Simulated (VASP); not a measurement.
# HgH2 (P4/nmm) in VASP: notebook, part 2 of 2

VASP 6.6.1. The steps go on from the part before.

**5. Relaxation of cell and atoms, PBE**

Contents of INCAR:

```
PREC = Accurate
ENCUT = 600
EDIFF = 1E-6
ISMEAR = 0
SIGMA = 0.1
LREAL = F
LASPH = T
NELM = 60
ALGO = Normal
ISIF = 3
LWAVE = F
LCHARG = F
GGA = PE
IBRION = 2
NSW = 90
EDIFFG = -0.04
```

Contents of KPOINTS:

```
regular mesh
0
Gamma
  6 6 4
```

Contents of POSCAR:

```
HgH2
1.0
    3.5600760377      0.0000000000      0.0000000000
    0.0000000000      3.5600760377      0.0000000000
    0.0000000000      0.0000000000      5.4319697258
Hg H
2 4
Direct
    0.0000000000      0.5000000000      0.7000000000
    0.5000000000      0.0000000000      0.3000000000
    0.0000000000      0.0000000000      0.0000000000
    0.5000000000      0.5000000000      0.0000000000
    0.0000000000      0.5000000000      0.2700000000
    0.5000000000      0.0000000000      0.7300000000
```

Command:

```
> cat potpaw_PBE.64/Hg/POTCAR potpaw_PBE.64/H/POTCAR > POTCAR
> mpirun -np 1 vasp_std > vasp.out
```

It took 9.2 min on 1 thread of Intel Xeon 6975P-C (Granite Rapids), shared host; peak memory 0.23 GiB.

The run converged. Its results:

```yaml
Free_energy: -10.4850 eV
Relaxed_volume: 15.33 Å³/atom
Relaxed_cell: a = 3.792 Å, b = 3.792 Å, c = 6.399 Å, α = 90.00°, β = 90.00°, γ = 90.00°
Space_group_after_relaxing_to_0.05_Å: P4/nmm (No. 129)
Energy_gained_by_relaxing: 433.7 meV/atom
Ionic_steps: 62
Pressure_after_relaxing: 0.0 GPa
Largest_force_after_relaxing: 0.039 eV/Å
Band_gap_on_the_k_mesh: zero (band 14 reaches 0.70 eV, above the bottom of band 15 at 0.23 eV)
```

Forces on the atoms (eV/Å):
```
Hg   0.000  0.000  0.027
Hg   0.000  0.000 -0.027
H    0.000  0.000  0.000
H    0.000  0.000  0.000
H    0.000  0.000  0.039
H    0.000  0.000 -0.039
```

Stress tensor (GPa, compression positive):
```
-0.15  0.00  0.00
 0.00 -0.15  0.00
 0.00  0.00  0.39
```

The path:
| step | energy change (eV) | largest force (eV/Å) | pressure (GPa) | volume (Å³) |
| --- | --- | --- | --- | --- |
| 1 | 0.0000 | 1.1183 | -4.52 | 68.85 |
| 3 | -0.5797 | 1.1746 | 13.26 | 56.51 |
| 5 | -0.7660 | 1.1759 | 9.82 | 58.40 |
| 7 | 0.6782 | 9.2599 | 35.55 | 58.96 |
| 9 | -1.0089 | 3.1365 | 20.69 | 58.95 |
| 11 | -1.4727 | 1.1818 | 10.68 | 61.97 |
| 13 | -2.0464 | 1.6489 | 1.85 | 75.34 |
| 15 | -2.1738 | 0.4567 | -1.70 | 77.46 |
| 17 | -2.2651 | 0.3706 | 0.05 | 74.63 |
| 19 | -2.2875 | 0.2803 | 1.57 | 72.63 |
| 21 | -2.3402 | 0.3198 | 0.99 | 76.47 |
| 23 | -2.3550 | 0.0838 | -0.35 | 78.43 |
| 25 | -2.3572 | 0.0969 | -0.30 | 78.41 |
| 27 | -2.3706 | 0.1863 | 0.49 | 77.65 |
| 29 | -2.3728 | 0.2636 | 1.00 | 77.19 |
| 31 | -2.3801 | 0.2216 | 1.21 | 77.38 |
| 33 | -2.4023 | 0.2335 | 2.19 | 78.16 |
| 35 | -2.4008 | 0.4731 | 2.80 | 78.47 |
| 37 | -2.4075 | 0.4818 | 2.75 | 78.84 |
| 39 | -2.4342 | 0.5522 | 2.74 | 80.43 |
| 41 | -2.3588 | 2.1010 | 4.05 | 85.66 |
| 43 | -2.4340 | 1.4225 | 3.36 | 84.40 |
| 45 | -2.4733 | 1.5252 | 2.06 | 88.22 |
| 47 | -2.4933 | 1.3867 | 1.49 | 89.22 |
| 49 | -2.5719 | 0.3845 | -0.56 | 89.29 |
| 51 | -2.5765 | 0.1597 | -0.22 | 89.28 |
| 53 | -2.5808 | 0.1407 | -0.05 | 89.12 |
| 55 | -2.5901 | 0.0626 | 0.74 | 88.39 |
| 57 | -2.5969 | 0.2389 | -0.08 | 90.74 |
| 59 | -2.6011 | 0.1115 | -0.14 | 92.04 |
| 61 | -2.6016 | 0.0702 | -0.08 | 92.21 |
| 62 | -2.6021 | 0.0395 | 0.03 | 91.99 |

Final structure:
```xyz
6
Lattice="3.7918 0.0000 0.0000 0.0000 3.7918 0.0000 0.0000 0.0000 6.3985" Properties=species:S:1:pos:R:3 pbc="T T T"
Hg    0.0000    1.8959    5.2990
Hg    1.8959    0.0000    1.0995
H     0.0000    0.0000    0.0000
H     1.8959    1.8959    0.0000
H     0.0000    1.8959    3.6406
H     1.8959    0.0000    2.7579
```

Levels at points of the mesh, in eV from the Fermi level:
```csv
k point,band 12,band 13,band 14,band 15,band 16,band 17
"(0.00, 0.00, 0.00)",-4.52,-3.63,0.43,2.61,4.23,4.23
"(0.50, 0.00, 0.00)",-5.31,-2.53,-2.53,1.70,1.70,4.94
"(0.50, 0.50, 0.00)",-3.55,-3.37,-3.37,0.22,0.22,3.89
"(0.00, 0.00, 0.50)",-5.85,-1.52,0.43,1.77,4.49,4.54
"(0.50, 0.00, 0.50)",-5.13,-3.22,-3.22,3.20,3.20,4.59
"(0.50, 0.50, 0.50)",-3.57,-3.26,-3.26,0.02,0.02,2.88
```

Caveat: the volume moved by over 15 % at a fixed basis, so the end points are rough; spin-orbit coupling is left out, which moves the levels of the heavy elements.

**6. Single point, PBE**

This run uses another cell than the first one, of 17.41 Å³/atom, 1.517 times its volume.

Contents of INCAR:

```
ALGO = Normal ; EDIFF = 1E-6
ENCUT = 500 ; GGA = PE
GGA_COMPAT = False ; ISIF = 2
ISMEAR = 0 ; LASPH = True
LCHARG = False ; LREAL = False
LWAVE = False ; NBANDS = 31
NELM = 120 ; PREC = Accurate
SIGMA = 0.1
```

Contents of KPOINTS:

```
k-points
0
Gamma
  10 10 6
```

Contents of POSCAR:

```
HgH2
1.0
    3.7508932443      0.0000000000      0.0000000000
    0.0000000000      3.7508932443      0.0000000000
    0.0000000000      0.0000000000      7.4247607029
Hg H
2 4
Direct
    0.0000000000      0.5000000000      0.8489638948
    0.5000000000      0.0000000000      0.1510361052
    0.0000000000      0.0000000000      0.0000000000
    0.5000000000      0.5000000000      0.0000000000
    0.0000000000      0.5000000000      0.6264360603
    0.5000000000      0.0000000000      0.3735639397
```

Potentials or basis: VASP PAW PBE potentials, release 64 (Hg_sv_GW, H).

Command:

```
> cat potpaw_PBE.64/Hg_sv_GW/POTCAR potpaw_PBE.64/H/POTCAR > POTCAR
> mpirun -np 1 vasp_std > vasp.out
```

OUTCAR:

```text
EDIFF = 1E-6
   ENCUT = 500
   GGA = PE
   ISIF = 2
   ISMEAR = 0
   LASPH = True
   LREAL = False
   NELM = 120
   PREC = Accurate

 ion  position               nearest neighbor table
   1  0.000  0.500  0.849-   5 1.65
   2  0.500  0.000  0.151-   6 1.65
   3  0.000  0.000  0.000-
   4  0.500  0.500  0.000-
   5  0.000  0.500  0.626-   1 1.65
   6  0.500  0.000  0.374-   2 1.65

  LATTYP: Found a simple tetragonal cell.
 ALAT       =     3.7508932443
 C/A-ratio  =     1.9794646820

  Lattice vectors:

 A1 = (   3.7508932443,   0.0000000000,   0.0000000000)
 A2 = (   0.0000000000,   3.7508932443,   0.0000000000)
 A3 = (   0.0000000000,   0.0000000000,   7.4247607029)

Analysis of symmetry for initial positions (statically):
=====================================================================
 Subroutine PRICEL returns:
 Original cell was already a primitive cell.

 Routine SETGRP: Setting up the symmetry group for a
 simple tetragonal supercell.
[... 177 lines left out ...]

 E-fermi :   1.3492     XC(G=0):  -7.8911

 val. band max:        1.3462136039   @ k =   0.4000   0.4000   0.3333
 cond. band min:       1.3511119044   @ k =   0.5000   0.5000   0.5000
 fundamental gap:      0.0048983005
 Fermi energy:         1.3491871582

 k-point     1 :       0.0000    0.0000    0.0000
  band No.  band energies     occupation
      1    -114.2434      2.00000
      2    -114.2432      2.00000
      3     -62.7017      2.00000
      4     -62.6969      2.00000
      5     -62.5347      2.00000
      6     -62.5347      2.00000
[... 805 lines left out ...]
     30      10.1589      0.00000
     31      10.8677      0.00000

 [... further k-points ...]

------------------------ aborting loop because EDIFF is reached ----------------------------------------

  FORCE on cell =-STRESS in cart. coord.  units (eV):
  Direction    XX          YY          ZZ          XY          YZ          ZX
  --------------------------------------------------------------------------------------
  -------------------------------------------------------------------------------------
  Total       -0.4625959     -0.4625959     -0.4600120      0.0000000      0.0000000     -0.0000000
  in kB       -7.0951320     -7.0951320     -7.0555009      0.0000000      0.0000000     -0.0000000
  external PRESSURE =      -7.0819216 kB  Pullay stress =       0.0000000 kB

 VOLUME and BASIS-vectors are now :
 -----------------------------------------------------------------------------
  energy-cutoff  :      500.00
  volume of cell :      104.46
      direct lattice vectors                 reciprocal lattice vectors
     3.750893244  0.000000000  0.000000000     0.266603162  0.000000000  0.000000000
     0.000000000  3.750893244  0.000000000     0.000000000  0.266603162  0.000000000
     0.000000000  0.000000000  7.424760703     0.000000000  0.000000000  0.134684475

 POSITION                                       TOTAL-FORCE (eV/Angst)
 -----------------------------------------------------------------------------------
      0.00000      1.87545      6.30335         0.000000      0.000000     -0.004295
      1.87545      0.00000      1.12141        -0.000000      0.000000      0.004295
      0.00000      0.00000      0.00000         0.000000     -0.000000      0.000000
      1.87545      1.87545      0.00000         0.000000      0.000000      0.000000
      0.00000      1.87545      4.65114         0.000000      0.000000     -0.000340
      1.87545      0.00000      2.77362         0.000000      0.000000      0.000340
 -----------------------------------------------------------------------------------
    total drift:                                0.000000      0.000000     -0.000000

  FREE ENERGIE OF THE ION-ELECTRON SYSTEM (eV)
  ---------------------------------------------------
  free  energy   TOTEN  =       -10.5878031429 eV

  energy  without entropy=      -10.5833226726  energy(sigma->0) =      -10.58556291
```

Run time: 2.6 min. Hardware: 1 thread of Intel Xeon Platinum 8488C (Sapphire Rapids), shared host; peak memory 0.37 GiB.

Results:

| Property | Result |
| --- | --- |
| Free energy | -10.5878 eV |
| Pressure | -0.7 GPa |
| Largest force | 0.004 eV/Å |
| Band gap on the k mesh | zero (band 22 reaches 1.63 eV, above the bottom of band 23 at 1.30 eV) |

Forces in eV/Å, atoms in the order of the input:
```
Hg   0.000  0.000 -0.004
Hg   0.000  0.000  0.004
H    0.000  0.000  0.000
H    0.000  0.000  0.000
H    0.000  0.000  0.000
H    0.000  0.000  0.000
```

Levels at points of the mesh, in eV from the Fermi level:
```
           k point  band 18  band 19  band 20  band 21  band 22  band 23  band 24  band 25  band 26  band 27
(0.00, 0.00, 0.00)    -7.05    -6.86    -5.28    -3.47     0.28     2.47     4.34     4.34     4.89     6.55
(0.50, 0.00, 0.00)    -6.95    -5.38    -5.38    -2.95    -2.95     1.75     1.75     4.52     4.52     7.15
(0.50, 0.50, 0.00)    -6.87    -3.66    -3.66    -3.45    -3.45     0.05     0.05     3.35     3.35     5.65
(0.00, 0.00, 0.50)    -7.06    -6.86    -5.72    -2.53     0.28     1.14     4.42     4.42     5.12     7.03
(0.50, 0.00, 0.50)    -6.95    -5.34    -5.34    -3.15    -3.15     2.65     2.65     3.97     3.97     6.77
(0.50, 0.50, 0.50)    -6.87    -3.67    -3.67    -3.42    -3.42     0.00     0.00     2.98     2.98     7.36
```

Caveat: spin-orbit coupling is left out, which moves the levels of the heavy elements.

**7. Overview**

```csv
task,potentials or basis,cell,k mesh,cutoff (eV),second run,gap on the mesh (eV),pressure (GPa),largest force (eV/Å)
single point,"VASP PAW PBE potentials, release 64 (Hg, H)","a = 3.560, b = 3.560, c = 5.432 Å, 6 atoms",6 × 6 × 4,520,-,none,-4.6,1.12
single point,"VASP PAW PBE potentials, release 64 (Hg, H)","a = 3.758, b = 3.758, c = 7.044 Å, 6 atoms",6 × 6 × 4,520,-,none,0.2,0.08
single point,"VASP PAW PBE potentials, release 64 (Hg, H)","a = 3.751, b = 3.751, c = 7.425 Å, 6 atoms",10 × 10 × 6,520,-,none,0.1,0.07
relaxation of cell and atoms,"VASP PAW PBE potentials, release 64 (Hg, H)","relaxed from a = 3.560, b = 3.560, c = 5.432 Å, 6 atoms",6 × 6 × 4,600,-,none,0.0,0.04
single point,"VASP PAW PBE potentials, release 64 (Hg_sv_GW, H)","a = 3.751, b = 3.751, c = 7.425 Å, 6 atoms",10 × 10 × 6,500,valence_matched,none,-0.7,-
```

Alike in all rows: level PBE; no spin polarisation; smearing gaussian 0.1 eV.

Caveats: spin-orbit coupling is left out, which moves the levels of the heavy elements; forces of over 1 eV/Å act on the atoms, so gaps and moduli don't describe the material at rest (some runs); the volume moved by over 15 % at a fixed basis, so the end points are rough (some runs).

Absolute energies hang on the potentials; compare differences alone.
